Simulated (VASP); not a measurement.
# Cu: single point with LDA

Cu:

```
Cu
1.0
     2.41641    0.00000    0.00000
     0.00000    2.41641    0.00000
     0.00000    0.00000    2.41641
Cu
1
Direct
  0.00000 0.00000 0.00000
```

This cell differs from its parent crystal: volume scaled by 1.12.

| Item | Value |
| --- | --- |
| Program | VASP 6.6.1 |
| Task | single point |
| Functional | LDA |
| Potentials or basis | VASP PAW LDA potentials, release 64 (Cu_sv_GW) |
| Cutoff | 700 eV |
| k mesh | 15 × 15 × 15 |
| Occupations | fermi-dirac, width 0.1 eV |
| Spin | no spin polarisation |

```yaml
Pressure: -15.8 GPa
```

Levels at points of the mesh, in eV from the Fermi level:
| k point | band 7 | band 8 | band 9 | band 10 | band 11 | band 12 | band 13 | band 14 |
| --- | --- | --- | --- | --- | --- | --- | --- | --- |
| (0.00, 0.00, 0.00) | -3.72 | -1.23 | -1.23 | -1.23 | 17.35 | 17.35 | 17.35 | 20.85 |

Wall time 13 s on 1 thread of Intel(R) Xeon(R) 6975P-C (Granite Rapids), on a shared host, peak memory 0.17 GiB.
